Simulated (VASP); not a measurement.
# LiCl (I4/mmm) in VASP: notebook

Runs on LiCl. Level: PBE. Tasks: single point.

All numbers are computed with VASP 6.6.1; they aren't measurements. Logs are shortened: lines on timing, memory, paths and dates and some standing lists are left out, and cuts for length are marked.

## Step 1: The cell of the first run

It takes space group I4/mmm (No. 139, tetragonal). The conventional cell has a = 3.446 Å, b = 3.446 Å, c = 5.386 Å, α = 90.00°, β = 90.00°, γ = 90.00°. Li (site symmetry 4/mmm) has 6 Cl at 2.44 to 2.69 Å within 3.2 Å. Cl (site symmetry 4/mmm) has 6 Li at 2.44 to 2.69 Å within 3.2 Å.

## Step 2: Single point, PBE (strain -0.050 along x and y, +0.050 along z)

Input file INCAR:

```
PREC = Accurate ; ENCUT = 520
EDIFF = 1E-6 ; ISMEAR = 0
SIGMA = 0.05 ; LREAL = F
LASPH = T ; NELM = 80
ALGO = Normal ; ISIF = 2
LWAVE = F ; LCHARG = T
GGA = PE ; LELF = T
LVHAR = T ; NBANDS = 12
```

Input file KPOINTS:

```
regular mesh
0
Gamma
  8 8 8
```

Input file POSCAR:

```
LiCl
1.0
    0.0000000000      2.4365220000      2.6929980000
    2.4365220000      0.0000000000      2.6929980000
    2.4365220000      2.4365220000      0.0000000000
Li Cl
1 1
Direct
    0.0000000000      0.0000000000      0.0000000000
    0.5000000000      0.5000000000      0.5000000000
```

Potentials or basis: VASP PAW PBE potentials, release 64 (Li_sv, Cl).

Launch:

```
$ cat potpaw_PBE.64/Li_sv/POTCAR potpaw_PBE.64/Cl/POTCAR > POTCAR
$ mpirun -np 1 vasp_std > vasp.out
```

OUTCAR:

```text
PREC = Accurate
   ENCUT = 520
   EDIFF = 1E-6
   ISMEAR = 0
   LREAL = F
   LASPH = T
   NELM = 80
   ISIF = 2
   GGA = PE

 ion  position               nearest neighbor table
   1  0.000  0.000  0.000-   2 2.44   2 2.44   2 2.44   2 2.44
   2  0.500  0.500  0.500-   1 2.44   1 2.44   1 2.44   1 2.44

  LATTYP: Found a body centered tetragonal cell.
 ALAT       =     3.4457624574
 C/A-ratio  =     1.5630781479

  Lattice vectors:

 A1 = (  -2.4365220000,   0.0000000000,   2.6929980000)
 A2 = (   2.4365220000,   0.0000000000,   2.6929980000)
 A3 = (   0.0000000000,   2.4365220000,  -2.6929980000)

Analysis of symmetry for initial positions (statically):
=====================================================================
 Subroutine PRICEL returns:
 Original cell was already a primitive cell.

 Routine SETGRP: Setting up the symmetry group for a
 body centered tetragonal supercell.

 Subroutine GETGRP returns: Found 16 space group operations
 (whereof 16 operations were pure point group operations)
 out of a pool of 16 trial point group operations.

The static configuration has the point symmetry D_4h.

Analysis of symmetry for dynamics (positions and initial velocities):
=====================================================================
 Subroutine PRICEL returns:
 Original cell was already a primitive cell.

 Routine SETGRP: Setting up the symmetry group for a
 body centered tetragonal supercell.

 Subroutine GETGRP returns: Found 16 space group operations
 (whereof 16 operations were pure point group operations)
 out of a pool of 16 trial point group operations.

The dynamic configuration has the point symmetry D_4h.

 Subroutine INISYM returns: Found 16 space group operations
 (whereof 16 operations are pure point group operations),
 and found     1 'primitive' translations

----------------------------------------------------------------------------------------

                                     Primitive cell

  volume of cell :      31.9747

  direct lattice vectors                    reciprocal lattice vectors
     0.000000000  2.436522000  2.692998000    -0.205210542  0.205210542  0.185666681
     2.436522000  0.000000000  2.692998000     0.205210542 -0.205210542  0.185666681
     2.436522000  2.436522000  0.000000000     0.205210542  0.205210542 -0.185666681

  length of vectors
     3.631649444  3.631649444  3.445762457     0.344521189  0.344521189  0.344521189

  position of ions in fractional coordinates (direct lattice)
     0.000000000  0.000000000  0.000000000
     0.500000000  0.500000000  0.500000000

  ion indices of the primitive-cell ions
   primitive index   ion index
                 1           1
                 2           2

----------------------------------------------------------------------------------------

 KPOINTS: regular mesh

Automatic generation of k-mesh.
 Grid dimensions read from file:
 generate k-points for:    8    8    8

 Generating k-lattice:

  Cartesian coordinates                     Fractional coordinates (reciprocal lattice)
    -0.025651318  0.025651318  0.023208335     0.125000000  0.000000000  0.000000000
     0.025651318 -0.025651318  0.023208335     0.000000000  0.125000000  0.000000000
     0.025651318  0.025651318 -0.023208335     0.000000000  0.000000000  0.125000000

  Length of vectors
     0.043065149  0.043065149  0.043065149

  Shift w.r.t. Gamma in fractional coordinates (k-lattice)
     0.000000000  0.000000000  0.000000000

 Subroutine IBZKPT returns following result:
 ===========================================

 Found     59 irreducible k-points:

 Following reciprocal coordinates:
            Coordinates               Weight
  0.000000  0.000000  0.000000      1.000000
  0.125000 -0.000000  0.000000      8.000000
  0.250000 -0.000000  0.000000      8.000000
  0.375000  0.000000  0.000000      8.000000
  0.500000 -0.000000  0.000000      4.000000
  0.125000  0.125000  0.000000      2.000000
[... 16 lines left out ...]
  0.250000 -0.000000  0.125000     16.000000
  0.375000  0.000000  0.125000     16.000000
 [... further k-points ...]
   k-points           NKPTS =     59   k-points in BZ     NKDIM =     59   number of bands    NBANDS=     12
   number of dos      NEDOS =    301   number of ions     NIONS =      2
   total plane-waves  NPLWV =  21952
   dimension x,y,z NGX =    28 NGY =   28 NGZ =   28
   dimension x,y,z NGXF=    56 NGYF=   56 NGZF=   56
   ions per type =               1   1
   NGX,Y,Z   is equivalent  to a cutoff of  12.82, 12.82, 13.51 a.u.
   NGXF,Y,Z  is equivalent  to a cutoff of  25.64, 25.64, 27.02 a.u.
 SYSTEM =  unknown system
   PREC   = accura    normal or accurate (medium, high low for compatibility)
   ISTART =      0    job   : 0-new  1-cont  2-samecut
   ICHARG =      2    charge: 1-file 2-atom 10-const
   ISPIN  =      1    spin polarized calculation?
   LNONCOLLINEAR =      F non collinear calculations
   LSORBIT =      F    spin-orbit coupling
   LASPH  =      T    aspherical Exc in radial PAW
   ENCUT  =  520.0 eV  38.22 Ry    6.18 a.u.   6.75  6.75  6.41*2*pi/ulx,y,z
   NELM   =     80;   NELMIN=  2; NELMDL= -5     # of ELM steps
   EDIFF  = 0.1E-05   stopping-criterion for ELM
   LREAL  =      F    real-space projection
   EDIFFG = 0.1E-04   stopping-criterion for IOM
   NSW    =      0    number of steps for IOM
   IBRION =     -1    ionic relax: 0-MD 1-quasi-New 2-CG
   NFREE  =      0    steps in history (QN), initial steepest desc. (CG)
   ISIF   =      2    stress and relaxation
   ISYM   =      2    0-nonsym 1-usesym 2-fastsym
   POTIM  = 0.5000    time-step for ionic-motion
   TEBEG  =    0.0;   TEEND  =   0.0 temperature during run
   PSTRESS=    0.0 pullay stress
   NELECT =      10.0000    total number of electrons
   NUPDOWN=      -1.0000    fix difference up-down
   EMIN   =  10.00;   EMAX   =-10.00  energy-range for DOS
   EFERMI =   0.00;   METHOD = LEGACY
   ISMEAR =     0;   SIGMA  =   0.05  broadening in eV -4-tet -1-fermi 0-gaus
   EFERMI_NEDOS =   21; number of points for ismear=-14 and -15
   IALGO  =     38    algorithm
   IMIX   =      4    mixing-type and parameters
     AMIX     =   0.40;   BMIX     =  1.00
     AMIX_MAG =   1.60;   BMIX_MAG =  1.00
  volume/ion in A,a.u.               =      15.99       107.89
  Fermi-wavevector in a.u.,A,eV,Ry     =   1.111235  2.099930 16.801064  1.234843
  Thomas-Fermi vector in A             =   2.247796
   LORBIT       =      0    0 simple, 1 ext, 2 COOP (PROOUT), +10 PAW based schemes
   GGA     = PE    functional components
   LHFCALC =     F    Hartree Fock is set to
   AEXX    =    0.0000 exact exchange contribution
   IVDW    =     0    specifies the selected vdW correction
   LEPSILON=     F    determine dielectric tensor
   LRPA    =     F    only Hartree local field effects (RPA)
 non-spin polarized calculation
 Gauss-broadening in eV      SIGMA  =   0.05
  energy-cutoff  :      520.00
  volume of cell :       31.97
 maximum number of plane-waves:       871
   NGX = 13   NGY = 13   NGZ = 13

 number of electron      10.0000000 magnetization

 number of electron       9.9999993 magnetization

 Free energy of the ion-electron system (eV)
  ---------------------------------------------------
  ext. energy  EPLUGINS =         0.00000000
  ---------------------------------------------------
  free energy    TOTEN  =        -7.34210769 eV

  energy without entropy =       -7.34210769  energy(sigma->0) =       -7.34210769

 E-fermi :   1.4548     XC(G=0):  -8.9505

 val. band max:        1.0923467536   @ k =   0.0000   0.0000   0.0000
 cond. band min:       7.6338189883   @ k =   0.0000   0.0000   0.0000
 fundamental gap:      6.5414722348
 Fermi energy:         1.4548235025

 k-point     1 :       0.0000    0.0000    0.0000
  band No.  band energies     occupation
      1     -42.4167      2.00000
      2     -12.6154      2.00000
      3       0.9009      2.00000
      4       0.9009      2.00000
      5       1.0923      2.00000
      6       7.6338      0.00000
      7      12.4232      0.00000
      8      13.3431      0.00000
      9      13.3431      0.00000
     10      14.6589      0.00000
     11      14.9477      0.00000
     12      16.5634      0.00000

 k-point     2 :       0.1250   -0.0000    0.0000
  band No.  band energies     occupation
      1     -42.4161      2.00000
      2     -12.5314      2.00000
      3       0.3846      2.00000
      4       0.8916      2.00000
      5       0.9698      2.00000
      6       8.0957      0.00000
      7      12.1677      0.00000
      8      12.4311      0.00000
      9      13.4333      0.00000
     10      14.0060      0.00000
     11      14.6209      0.00000
     12      16.1922      0.00000

 k-point     3 :       0.2500   -0.0000    0.0000
  band No.  band energies     occupation
      1     -42.4147      2.00000
      2     -12.3164      2.00000
      3      -0.7304      2.00000
      4       0.7815      2.00000
      5       0.8732      2.00000
      6       8.4005      0.00000
      7      11.2676      0.00000
      8      12.2456      0.00000
      9      12.3057      0.00000
     10      15.0977      0.00000
     11      15.1573      0.00000
     12      16.9701      0.00000
[... 286 lines left out ...]
 k-point    23 :       0.2500   -0.0000    0.1250
  band No.  band energies     occupation
      1     -42.4146      2.00000
      2     -12.3143      2.00000
      3      -0.4606      2.00000
      4       0.5322      2.00000
      5       0.7519      2.00000
      6       9.0211      0.00000
      7      11.2628      0.00000
      8      11.6128      0.00000
      9      12.5085      0.00000
     10      13.7719      0.00000
     11      16.0061      0.00000
     12      17.7133      0.00000

 k-point    24 :       0.3750    0.0000    0.1250
  band No.  band energies     occupation
      1     -42.4133      2.00000
      2     -12.0772      2.00000
      3      -1.4286      2.00000
      4       0.4588      2.00000
      5       0.5386      2.00000
      6       8.7258      0.00000
      7      10.7808      0.00000
      8      11.5341      0.00000
      9      12.3328      0.00000
     10      15.3495      0.00000
     11      17.6984      0.00000
     12      18.7144      0.00000

 [... further k-points ...]

------------------------ aborting loop because EDIFF is reached ----------------------------------------

  FORCE on cell =-STRESS in cart. coord.  units (eV):
  Direction    XX          YY          ZZ          XY          YZ          ZX
  --------------------------------------------------------------------------------------
  -------------------------------------------------------------------------------------
  Total        0.8853504      0.8853504      0.0430617      0.0000000      0.0000000      0.0000000
  in kB       44.3628124     44.3628124      2.1577179      0.0000000      0.0000000      0.0000000
  external PRESSURE =      30.2944475 kB  Pullay stress =       0.0000000 kB

 VOLUME and BASIS-vectors are now :
 -----------------------------------------------------------------------------
  energy-cutoff  :      520.00
  volume of cell :       31.97
      direct lattice vectors                 reciprocal lattice vectors
     0.000000000  2.436522000  2.692998000    -0.205210542  0.205210542  0.185666681
     2.436522000  0.000000000  2.692998000     0.205210542 -0.205210542  0.185666681
     2.436522000  2.436522000  0.000000000     0.205210542  0.205210542 -0.185666681

 POSITION                                       TOTAL-FORCE (eV/Angst)
 -----------------------------------------------------------------------------------
      0.00000      0.00000      0.00000        -0.000000      0.000000      0.000000
      2.43652      2.43652      2.69300         0.000000     -0.000000      0.000000
 -----------------------------------------------------------------------------------
    total drift:                                0.000000      0.000000      0.000000

  FREE ENERGIE OF THE ION-ELECTRON SYSTEM (eV)
  ---------------------------------------------------
  free  energy   TOTEN  =        -7.3421076894 eV

  energy  without entropy=       -7.3421076894  energy(sigma->0) =       -7.34210769
```

Run time: 51 s. Hardware: 1 thread of AMD EPYC 7R13, shared host; peak memory 0.13 GiB.

What came out:

* Free energy: -7.3421 eV
* Band gap on the k mesh: 6.54 eV

Caveat: the cell differs from its parent crystal (strain -0.050 along x and y, +0.050 along z); the cutoff is under 1.25 times the usual one of these potentials, so pressure, stress and relaxed cells hold a basis-set (Pulay) error. A k mesh can miss the band edges.

## Step 3: Single point, PBE (strain -0.050 along x and y, +0.025 along z)

Input file INCAR:

```
PREC = Accurate
ENCUT = 520
EDIFF = 1E-7
ISMEAR = 0
SIGMA = 0.05
LREAL = F
LASPH = T
NELM = 60
ALGO = Normal
ISIF = 2
LWAVE = F
LCHARG = T
GGA = PE
LELF = T
LVHAR = T
NBANDS = 12
```

Input file KPOINTS:

```
Automatic mesh
0
Gamma
  8 8 8
```

Input file POSCAR:

```
LiCl
1.0
    0.0000000000      2.4365220000      2.6288790000
    2.4365220000      0.0000000000      2.6288790000
    2.4365220000      2.4365220000      0.0000000000
Li Cl
1 1
Direct
    0.0000000000      0.0000000000      0.0000000000
    0.5000000000      0.5000000000      0.5000000000
```

Potentials or basis: VASP PAW PBE potentials, release 64 (Li_sv, Cl).

Launch:

```
$ cat potpaw_PBE.64/Li_sv/POTCAR potpaw_PBE.64/Cl/POTCAR > POTCAR
$ mpirun -np 1 vasp_std > vasp.out
```

Wall time 49 s (1 thread of AMD EPYC 7R13, shared host); peak memory 0.13 GiB.

The run converged. Its results:

| Property | Result |
| --- | --- |
| Free energy | -7.3382 eV |
| Band gap on the k mesh | 6.70 eV |

Levels at points of the mesh, in eV from the valence-band top:
| k point | band 1 | band 2 | band 3 | band 4 | band 5 | band 6 | band 7 | band 8 | band 9 | band 10 |
| --- | --- | --- | --- | --- | --- | --- | --- | --- | --- | --- |
| (0.00, 0.00, 0.00) | -43.48 | -13.79 | -0.17 | -0.17 | 0.00 | 6.70 | 11.47 | 12.17 | 12.17 | 13.93 |
| (0.50, 0.00, 0.00) | -43.48 | -13.12 | -3.24 | -0.51 | -0.27 | 6.71 | 9.19 | 9.75 | 13.68 | 17.07 |
| (0.50, 0.50, 0.00) | -43.48 | -12.92 | -3.37 | -1.17 | -1.17 | 8.16 | 8.31 | 12.32 | 15.07 | 15.07 |
| (0.50, 0.00, 0.50) | -43.48 | -12.75 | -3.37 | -1.72 | -1.17 | 7.93 | 7.98 | 13.42 | 13.68 | 15.34 |

Caveat: the cell differs from its parent crystal (strain -0.050 along x and y, +0.025 along z); the cutoff is under 1.25 times the usual one of these potentials, so pressure, stress and relaxed cells hold a basis-set (Pulay) error. A k mesh can miss the band edges.

## Step 4: Single point, PBE (strain +0.025 along x and y, -0.050 along z)

Input file INCAR:

```
SYSTEM = LiCl
ALGO     = Normal         ! electronic algorithm
EDIFF    = 1E-6           ! SCF threshold, eV
ENCUT    = 520            ! plane-wave cutoff, eV
GGA      = PE             ! functional
ISIF     = 2              ! what is computed and relaxed
ISMEAR   = 0              ! smearing method
LASPH    = .TRUE.         ! aspherical terms in the spheres
LCHARG   = .FALSE.        ! write CHGCAR
LREAL    = .FALSE.        ! projectors in reciprocal space
LWAVE    = .FALSE.        ! write WAVECAR
NBANDS   = 12             ! bands
NELM     = 60             ! most SCF steps
PREC     = Accurate       ! precision mode
SIGMA    = 0.05           ! smearing width, eV
```

Input file KPOINTS:

```
k-points
0
G
  8 8 8
  0 0 0
```

Input file POSCAR:

```
LiCl
1.0
    0.0000000000      2.6288790000      2.4365220000
    2.6288790000      0.0000000000      2.4365220000
    2.6288790000      2.6288790000      0.0000000000
Li Cl
1 1
Direct
    0.0000000000      0.0000000000      0.0000000000
    0.5000000000      0.5000000000      0.5000000000
```

Launch:

```
$ cat potpaw_PBE.64/Li_sv/POTCAR potpaw_PBE.64/Cl/POTCAR > POTCAR
$ mpirun -np 1 vasp_std > vasp.out
```

Run time: 43 s. Hardware: 1 thread of AMD EPYC 7R13, shared host; peak memory 0.13 GiB.

Results (log left out):

```
Free energy            : -7.3709 eV
Band gap on the k mesh : 6.28 eV
```

Levels at points of the mesh, in eV from the valence-band top:
```tsv
k point	band 2	band 3	band 4	band 5	band 6	band 7	band 8	band 9
(0.00, 0.00, 0.00)	-13.48	-0.25	0.00	0.00	6.28	11.69	11.69	12.34
(0.50, 0.00, 0.00)	-12.91	-2.89	-0.42	-0.25	6.67	9.13	9.81	12.91
(0.50, 0.50, 0.00)	-12.58	-2.97	-1.33	-1.33	7.78	7.99	13.14	13.73
(0.50, 0.00, 0.50)	-12.70	-2.98	-1.36	-0.85	7.91	8.38	12.05	13.52
```

Caveat: the cell differs from its parent crystal (strain +0.025 along x and y, -0.050 along z); the cutoff is under 1.25 times the usual one of these potentials, so pressure, stress and relaxed cells hold a basis-set (Pulay) error.

## Step 5: Single point, PBE (strain +0.050 along x and y, -0.050 along z)

Input file INCAR:

```
SYSTEM = LiCl
PREC = Accurate
ENCUT = 520
EDIFF = 1E-7
ISMEAR = 0
SIGMA = 0.05
LREAL = .FALSE.
LASPH = .TRUE.
NELM = 80
ALGO = Normal
ISIF = 2
LWAVE = .FALSE.
LCHARG = .FALSE.
GGA = PE
NBANDS = 12
```

Input file KPOINTS:

```
regular mesh
0
G
  8 8 8
  0 0 0
```

Input file POSCAR:

```
LiCl
1.0
    0.0000000000      2.6929980000      2.4365220000
    2.6929980000      0.0000000000      2.4365220000
    2.6929980000      2.6929980000      0.0000000000
Li Cl
1 1
Direct
    0.0000000000      0.0000000000      0.0000000000
    0.5000000000      0.5000000000      0.5000000000
```

Launch:

```
$ cat potpaw_PBE.64/Li_sv/POTCAR potpaw_PBE.64/Cl/POTCAR > POTCAR
$ mpirun -np 1 vasp_std > vasp.out
```

Run time: 57 s. Hardware: 1 thread of AMD EPYC 7R13, shared host; peak memory 0.13 GiB.

Results (log left out):

```yaml
Free_energy: -7.3626 eV
Band_gap_on_the_k_mesh: 6.00 eV
```

Levels at points of the mesh, in eV from the valence-band top:
| k point | band 1 | band 2 | band 3 | band 4 | band 5 | band 6 | band 7 | band 8 | band 9 | band 10 |
| --- | --- | --- | --- | --- | --- | --- | --- | --- | --- | --- |
| (0.00, 0.00, 0.00) | -43.66 | -13.34 | -0.33 | 0.00 | 0.00 | 6.00 | 11.60 | 11.60 | 12.43 | 13.59 |
| (0.50, 0.00, 0.00) | -43.66 | -12.83 | -2.72 | -0.43 | -0.24 | 6.60 | 9.00 | 9.88 | 12.40 | 16.31 |
| (0.50, 0.50, 0.00) | -43.66 | -12.52 | -2.78 | -1.30 | -1.30 | 7.69 | 7.98 | 12.95 | 13.27 | 13.27 |
| (0.50, 0.00, 0.50) | -43.66 | -12.66 | -2.78 | -1.34 | -0.71 | 7.82 | 8.49 | 11.55 | 13.04 | 15.04 |

Caveat: the cell differs from its parent crystal (strain +0.050 along x and y, -0.050 along z); the cutoff is under 1.25 times the usual one of these potentials, so pressure, stress and relaxed cells hold a basis-set (Pulay) error. A k mesh can miss the band edges.

## Step 6: Summary

| cell | gap on the mesh (eV) |
| --- | --- |
| a = 3.632, b = 3.632, c = 3.446 Å, angles 61.7, 61.7, 56.6°, 2 atoms | 6.54 |
| a = 3.584, b = 3.584, c = 3.446 Å, angles 61.3, 61.3, 57.5°, 2 atoms | 6.70 |
| a = 3.584, b = 3.584, c = 3.718 Å, angles 58.8, 58.8, 62.5°, 2 atoms | 6.28 |
| a = 3.632, b = 3.632, c = 3.808 Å, angles 58.4, 58.4, 63.2°, 2 atoms | 6.00 |

Alike in all rows: task single point; level PBE; potentials or basis VASP PAW PBE potentials, release 64 (Li_sv, Cl); no spin polarisation; k mesh 8 × 8 × 8; cutoff (eV) 520; smearing gaussian 0.05 eV.

Caveats: the cutoff is under 1.25 times the usual one of these potentials, so pressure, stress and relaxed cells hold a basis-set (Pulay) error.

Total energies depend on the potentials used, so only differences within one code and one set of settings carry meaning.
